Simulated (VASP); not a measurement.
Runs of VASP 6.6.1 on TiBMoC2. The structure is that of space group I-4m2 (No. 119), or close to it. The cells are those of the table. 

```tsv
task	cell	k mesh	cutoff (eV)	gap on the mesh (eV)	pressure (GPa)	largest force (eV/Å)
single point	a = 5.323 Å, angles 146.2, 146.2, 48.6°, 5 atoms	6 × 6 × 6	520	none	0.3	0.05
single point	a = 5.319 Å, angles 146.1, 146.1, 48.6°, 5 atoms	16 × 16 × 16	520	none	0.5	0.05
relaxation of cell and atoms	relaxed from a = 5.362 Å, angles 138.8, 138.8, 59.7°, 5 atoms	6 × 6 × 6	600	none	0.3	0.03
single point	a = 5.362 Å, angles 138.8, 138.8, 59.7°, 5 atoms	6 × 6 × 6	520	none	(a)	0.62
```

Alike in all rows: level PBE; potentials or basis VASP PAW PBE potentials, release 64 (Ti_sv, B, Mo_sv, C); no spin polarisation; smearing gaussian 0.1 eV.

**Question.** Fill in the values left out.

**Answer.** (a) -33.9.

Caveats: some runs use coarse meshes.

A k mesh can miss the band edges, and the runs leave out spin-orbit coupling on Mo.

A gap of «none» marks levels without a gap at the run's occupations.
